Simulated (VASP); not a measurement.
Wanted: the native input for a VASP 6.6.1 run.

```yaml
Task: single point
Functional: PBE
Dispersion: D3(BJ)
Potentials_or_basis: VASP PAW PBE potentials, release 64 (C)
Cutoff: 520 eV
k_mesh: 15 × 15 × 15
Occupations: gaussian, width 0.05 eV
Spin: no spin polarisation
Dipole_correction: no
Further_INCAR_settings: ALGO = Normal; EDIFF = 1e-06; NBANDS = 11
```

The structure of C lies in POSCAR:

```
C
1.0
    1.2324984681      0.7115833223      3.3613878357
   -1.2324984681      0.7115833223      3.3613878357
    0.0000000000     -1.4231666447      3.3613878357
C
2
Direct
    0.1536615811      0.1536615811      0.1642014571
    0.8463384189      0.8463384189      0.8357985429
```

This cell differs from its parent crystal: atoms displaced along a vibrational mode.

One way to write it, as run:

INCAR

```
  ALGO = Normal
  EDIFF = 1E-6
  ENCUT = 520
  GGA = PE
  ISIF = 2
  ISMEAR = 0
  IVDW = 12
  LASPH = True
  LCHARG = False
  LREAL = False
  LWAVE = False
  NBANDS = 11
  NELM = 60
  PREC = Accurate
  SIGMA = 0.05
```

KPOINTS

```
k-points
0
Gamma
  15 15 15
```

Potentials or basis: VASP PAW PBE potentials, release 64 (C).

Command:

```sh
$ cat potpaw_PBE.64/C/POTCAR > POTCAR
$ mpirun -np 1 vasp_std > vasp.out
```

It gave:

```yaml
Pressure: -1.3 GPa
Largest_force: 3.489 eV/Å
Dispersion_energy_per_atom: -0.156 eV
```

Caveat: the cell differs from its parent crystal (atoms displaced along a vibrational mode); forces of over 1 eV/Å act on the atoms, so gaps and moduli don't describe the material at rest.

Run time: 6.4 min on 1 thread of AMD EPYC 7R43 64-Core Processor (Zen 3) (shared host), peak memory 0.23 GiB.
